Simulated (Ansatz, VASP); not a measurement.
# One calculation of MgO, two programs

File INCAR:

```
ALGO     = Normal         # electronic algorithm
EDIFF    = 1E-7           # SCF threshold, eV
ENCUT    = 520            # plane-wave cutoff, eV
GGA      = PE             # functional
ISIF     = 2              # what is computed and relaxed
ISMEAR   = -1             # smearing method
LASPH    = T              # aspherical terms in the spheres
LCHARG   = F              # write CHGCAR
LREAL    = F              # projectors in reciprocal space
LWAVE    = F              # write WAVECAR
NBANDS   = 16             # bands
NELM     = 80             # most SCF steps
PREC     = Accurate       # precision mode
SIGMA    = 0.02           # smearing width, eV
```

KPOINTS

```
k-points
0
Gamma
  12 12 6
```

POSCAR

```
MgO
1.0
    3.2882172281      0.0000000000      0.0000000000
   -1.6441086140      2.8476796527      0.0000000000
    0.0000000000      0.0000000000      5.0343662748
Mg O
2 2
Direct
    0.3333333333      0.6666666667     -0.0098385227
    0.6666666667      0.3333333333      0.4901614773
    0.3333333333      0.6666666667      0.3848385227
    0.6666666667      0.3333333333      0.8848385227
```

Input for Ansatz:

```yaml
crystal:
  lattice:
    - [3.2882172281, 0.0, 0.0]
    - [-1.644108614, 2.8476796527, 0.0]
    - [0.0, 0.0, 5.0343662748]
  atoms:
    - { symbol: Mg, position: [0.3333333333, 0.6666666667, -0.0098385227] }
    - { symbol: Mg, position: [0.6666666667, 0.3333333333, 0.4901614773] }
    - { symbol: O, position: [0.3333333333, 0.6666666667, 0.3848385227] }
    - { symbol: O, position: [0.6666666667, 0.3333333333, 0.8848385227] }
kpoints:
  mp_grid: { grid: [12, 12, 6] }
  band_path:
    path:
      - [0.0, 0.0, 0.0]
      - [0.5, 0.0, 0.0]
      - [0.3333333333, 0.3333333333, 0.0]
      - [0.0, 0.0, 0.5]
      - [0.5, 0.0, 0.5]
      - [0.3333333333, 0.3333333333, 0.5]
    npoints: 1
hamiltonian:
  xc: pbe
scf:
  occupations: { method: fermi_dirac, width: 0.02 }
  n_extra_bands: 5
output:
  forces: true
  stress: true
  eigenvalues: true
  write_density: true
  write_potential: true
  elf: true
  volumetric_format: npy
```

Alike in both runs: task single point; functional PBE; k mesh 12 × 12 × 6; occupations fermi-dirac, width 0.02 eV; no spin polarisation.

```csv
,VASP,Ansatz
version,VASP 6.6.1,Ansatz 0.2.0
potentials or method,"VASP PAW PBE potentials, release 64 (Mg, O)","plane waves, PAW"
plane-wave cutoff (eV),520,420
valence electrons in the cell,16,32
```

Ansatz gave:

* gap on the k mesh at the Fermi level (eV): 3.56
* pressure (GPa): 3.9
* traceless stress, the component that is largest in VASP (GPa): -0.07
* rms of the force components (eV/Å): 0.009

Question: What did VASP give for the same quantities?

Answer: gap on the k mesh at the Fermi level (eV): 3.54; pressure (GPa): 3.5; traceless stress, the component that is largest in VASP (GPa): -0.04; rms of the force components (eV/Å): 0.009.

Atom by atom the forces differ by 0.001 eV/Å (rms over components). VASP's potentials hold 16 valence electrons a cell and Ansatz's 32, so a difference there can come from the potentials and not from the codes.
